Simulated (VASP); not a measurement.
Crystal: NaBeH2.

```xyz
4
Lattice="1.8611 1.0745 3.7831 -1.8611 1.0745 3.7831 0.0000 -2.1490 3.7831" Properties=species:S:1:pos:R:3 pbc="T T T"
Na    0.0000    0.0000    0.0000
Be    0.0000    0.0000    5.6746
H     0.0000    0.0000    7.3398
H     0.0000    0.0000    4.0093
```

| Item | Value |
| --- | --- |
| Program | VASP 6.6.1 |
| Task | relaxation of cell and atoms |
| Functional | PBE |
| Potentials or basis | VASP PAW PBE potentials, release 64 (Na_pv, Be, H) |
| Cutoff | 600 eV |
| k mesh | 6 × 6 × 6 |
| Occupations | gaussian, width 0.1 eV |
| Spin | no spin polarisation |

At the start: pressure -0.7 GPa; volume 11.35 Å³/atom.

Task: Where does the relaxation end?

Result: Over 19 steps the energy falls by 333.4 meV/atom and the volume is 12.49 Å³/atom (+10.0 %); space group R-3m (No. 166, to 0.05 Å).

The path:
| step | energy change (eV) | largest force (eV/Å) | pressure (GPa) | volume (Å³) |
| --- | --- | --- | --- | --- |
| 1 | 0.0000 | 2.1621 | -0.71 | 45.39 |
| 2 | -0.5508 | 1.4836 | 1.96 | 45.00 |
| 3 | -0.6898 | 0.0460 | 6.46 | 44.55 |
| 4 | -0.6992 | 0.4359 | 5.27 | 44.65 |
| 5 | -0.6993 | 0.3633 | 5.52 | 44.63 |
| 6 | -0.8139 | 0.2495 | 3.67 | 47.47 |
| 7 | -0.9628 | 0.1715 | 0.82 | 55.86 |
| 8 | -0.9674 | 0.2825 | 0.42 | 58.01 |
| 9 | -1.0090 | 0.7155 | -2.72 | 60.82 |
| 10 | -1.0173 | 0.4523 | -1.87 | 59.98 |
| 11 | -1.0913 | 0.4366 | -1.81 | 58.67 |
| 12 | -1.2761 | 0.2352 | -1.26 | 54.28 |
| 13 | -1.1118 | 0.8913 | 3.16 | 43.82 |
| 14 | -1.3235 | 0.2450 | -0.03 | 51.58 |
| 15 | -1.3258 | 0.3103 | 0.21 | 50.74 |
| 16 | -1.2646 | 0.6185 | -2.24 | 49.77 |
| 17 | -1.3310 | 0.0682 | -0.41 | 50.56 |
| 18 | -1.3310 | 0.0812 | -0.37 | 50.57 |
| 19 | -1.3335 | 0.0398 | -0.09 | 49.95 |

Final structure:
```
Na Be H
1.0
     1.73590    1.00222    4.78533
    -1.73590    1.00222    4.78533
     0.00000   -2.00445    4.78533
Na Be H
1 1 2
Direct
  0.00000 0.00000 0.00000
  0.50000 0.50000 0.50000
  0.59492 0.59492 0.59492
  0.40508 0.40508 0.40508
```
